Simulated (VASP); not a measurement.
# TiAl (Cmcm) in VASP: a series of runs, part 2 of 2

VASP 6.6.1. Earlier steps stand in the parts before.

### Step 3. Single point, PBE

This run uses another cell than the first one, of 16.54 Å³/atom.

Input file INCAR:

```
PREC = Accurate ; ENCUT = 520
EDIFF = 1E-7 ; ISMEAR = 0
SIGMA = 0.1 ; LREAL = False
LASPH = True ; NELM = 100
ALGO = Fast ; ISIF = 2
LWAVE = False ; LCHARG = True
GGA = PE ; LELF = True
LVHAR = True ; NBANDS = 23
```

Input file KPOINTS:

```
regular mesh
0
Gamma
  6 6 6
```

Input file POSCAR:

```
TiAl
1.0
    1.4969253295     -5.2479005192      0.0000000000
    1.4969253295      5.2479005192      0.0000000000
    0.0000000000      0.0000000000      4.2110311866
Ti Al
2 2
Direct
    0.8325238850      0.1674761150      0.7500000000
    0.1674761150      0.8325238850      0.2500000000
    0.5727048132      0.4272951868      0.7500000000
    0.4272951868      0.5727048132      0.2500000000
```

Potentials or basis: VASP PAW PBE potentials, release 64 (Ti_sv, Al).

On the command line:

```bash
cat potpaw_PBE.64/Ti_sv/POTCAR potpaw_PBE.64/Al/POTCAR > POTCAR
mpirun -np 1 vasp_std > vasp.out
```

OUTCAR:

```text
PREC = Accurate
   ENCUT = 520
   EDIFF = 1E-7
   ISMEAR = 0
   LREAL = False
   LASPH = True
   NELM = 100
   ISIF = 2
   GGA = PE

 ion  position               nearest neighbor table
   1  0.833  0.167  0.750-   3 2.73   4 2.77   4 2.77   4 2.77   4 2.77   3 2.93   3 2.93
   2  0.167  0.833  0.250-   4 2.73   3 2.77   3 2.77   3 2.77   3 2.77   4 2.93   4 2.93
   3  0.573  0.427  0.750-   4 2.60   4 2.60   1 2.73   2 2.77   2 2.77   2 2.77   2 2.77   1 2.93
                             1 2.93
   4  0.427  0.573  0.250-   3 2.60   3 2.60   2 2.73   1 2.77   1 2.77   1 2.77   1 2.77   2 2.93
                             2 2.93

  LATTYP: Found a base centered orthorhombic cell.
 ALAT       =     2.9938506590
 B/A-ratio  =     3.5057864382
 C/A-ratio  =     1.4065602016

  Lattice vectors:

 A1 = (   1.4969253295,  -5.2479005192,   0.0000000000)
 A2 = (   1.4969253295,   5.2479005192,   0.0000000000)
 A3 = (   0.0000000000,   0.0000000000,   4.2110311866)

Analysis of symmetry for initial positions (statically):
=====================================================================
 Subroutine PRICEL returns:
 Original cell was already a primitive cell.

 Routine SETGRP: Setting up the symmetry group for a
 base centered orthorhombic supercell.

 Subroutine GETGRP returns: Found  8 space group operations
 (whereof  4 operations were pure point group operations)
 out of a pool of  8 trial point group operations.

The static configuration has the point symmetry C_2h.
 The point group associated with its full space group is D_2h.

Analysis of symmetry for dynamics (positions and initial velocities):
=====================================================================
 Subroutine PRICEL returns:
 Original cell was already a primitive cell.

 Routine SETGRP: Setting up the symmetry group for a
 base centered orthorhombic supercell.
[... 127 lines left out ...]
   IALGO  =     68    algorithm
   IMIX   =      4    mixing-type and parameters
     AMIX     =   0.40;   BMIX     =  1.00
     AMIX_MAG =   1.60;   BMIX_MAG =  1.00
  volume/ion in A,a.u.               =      16.54       111.62
  Fermi-wavevector in a.u.,A,eV,Ry     =   1.257710  2.376727 21.522165  1.581834
  Thomas-Fermi vector in A             =   2.391356
   LORBIT       =      0    0 simple, 1 ext, 2 COOP (PROOUT), +10 PAW based schemes
   GGA     = PE    functional components
   LHFCALC =     F    Hartree Fock is set to
   AEXX    =    0.0000 exact exchange contribution
   IVDW    =     0    specifies the selected vdW correction
   LEPSILON=     F    determine dielectric tensor
   LRPA    =     F    only Hartree local field effects (RPA)
 non-spin polarized calculation
 RMM-DIIS sequential band-by-band and
 Gauss-broadening in eV      SIGMA  =   0.10
  energy-cutoff  :      520.00
  volume of cell :       66.16
 maximum number of plane-waves:      1830
 NGX is ok and might be reduce to    42
   NGX = 21   NGY = 21   NGZ = 15

 number of electron      29.9999993 magnetization

 Free energy of the ion-electron system (eV)
  ---------------------------------------------------
  ext. energy  EPLUGINS =         0.00000000
  ---------------------------------------------------
  free energy    TOTEN  =       -24.57407781 eV

  energy without entropy =      -24.55495618  energy(sigma->0) =      -24.56451700

 E-fermi :   8.0186     XC(G=0): -10.9586

 val. band max:        7.9987165257   @ k =   0.1667   0.1667   0.0000
 cond. band min:       8.0233640015   @ k =   0.0000   0.0000   0.0000
 fundamental gap:      0.0246474758
 Fermi energy:         8.0186181345

 k-point     1 :       0.0000    0.0000    0.0000
  band No.  band energies     occupation
      1     -48.7350      2.00000
      2     -48.6992      2.00000
      3     -25.0948      2.00000
      4     -25.0407      2.00000
      5     -24.9473      2.00000
      6     -24.9457      2.00000
[... 613 lines left out ...]
     22      11.5440      0.00000
     23      12.6745      0.00000

 [... further k-points ...]

------------------------ aborting loop because EDIFF is reached ----------------------------------------

  FORCE on cell =-STRESS in cart. coord.  units (eV):
  Direction    XX          YY          ZZ          XY          YZ          ZX
  --------------------------------------------------------------------------------------
  -------------------------------------------------------------------------------------
  Total       -0.0269489      0.0050921      0.0507059      0.0000000      0.0000000      0.0000000
  in kB       -0.6526008      0.1233117      1.2279054      0.0000000      0.0000000      0.0000000
  external PRESSURE =       0.2328721 kB  Pullay stress =       0.0000000 kB

 VOLUME and BASIS-vectors are now :
 -----------------------------------------------------------------------------
  energy-cutoff  :      520.00
  volume of cell :       66.16
      direct lattice vectors                 reciprocal lattice vectors
     1.496925330 -5.247900519  0.000000000     0.334017997 -0.095276196  0.000000000
     1.496925330  5.247900519  0.000000000     0.334017997  0.095276196  0.000000000
     0.000000000  0.000000000  4.211031187     0.000000000  0.000000000  0.237471526

 POSITION                                       TOTAL-FORCE (eV/Angst)
 -----------------------------------------------------------------------------------
      1.49693     -3.49010      3.15827         0.000000      0.002998      0.000000
      1.49693      3.49010      1.05276         0.000000     -0.002998     -0.000000
      1.49693     -0.76310      3.15827         0.000000      0.009187     -0.000000
      1.49693      0.76310      1.05276         0.000000     -0.009187     -0.000000
 -----------------------------------------------------------------------------------
    total drift:                                0.000000     -0.000000      0.000000

  FREE ENERGIE OF THE ION-ELECTRON SYSTEM (eV)
  ---------------------------------------------------
  free  energy   TOTEN  =       -24.5740778103 eV

  energy  without entropy=      -24.5549561844  energy(sigma->0) =      -24.56451700
```

stdout:

```text
POSCAR found type information on POSCAR TiAl
 POSCAR found :  2 types and       4 ions
 scaLAPACK will be used
 LDA part: xc-table for (Slater+PW92), standard interpolation
 POSCAR, INCAR and KPOINTS ok, starting setup
 FFT: planning ... GRIDC
[... 38 lines left out ...]
 num prob  num prob  num prob RMM:  45    -0.245740775524E+02   -0.65628E-07   -0.14884E-06  2684   0.496E-03    0.124E-03
 num prob  num prob  num prob  num prob  num prob WARNING in EDDRMM: call to ZHEGV failed, returncode =   8  4     16
 num prob  num prob WARNING in EDDRMM: call to ZHEGV failed, returncode =   8  4      3
 num prob WARNING in EDDRMM: call to ZHEGV failed, returncode =   6  3     11
 num prob  num prob RMM:  47    -0.245740777224E+02   -0.82620E-07   -0.10598E-06  2721   0.443E-03    0.116E-03
 num prob  num prob  num prob  num prob  num prob  num prob  num prob  num prob  num prob RMM:  48    -0.245740778103E+02   -0.87864E-07   -0.92817E-07  2300   0.394E-03
```

Run time: 5.6 min. Hardware: 1 thread of AMD EPYC 7R13 (Zen 3), shared host; peak memory 0.24 GiB.

Results:

- Free energy: -24.5741 eV
- Pressure: 0.0 GPa
- Largest force: 0.009 eV/Å
- Band gap on the k mesh: zero (bands 15 and 16 overlap by 1.26 eV)

Forces on the atoms (eV/Å):
```
Ti   0.000  0.003  0.000
Ti   0.000 -0.003  0.000
Al   0.000  0.009  0.000
Al   0.000 -0.009  0.000
```

Caveat: the k points lie up to 0.36 Å⁻¹ apart, too coarse for converged energies and pressures of a metal.

The gap in the log of VASP goes by the Fermi energy; the results here count the filled bands.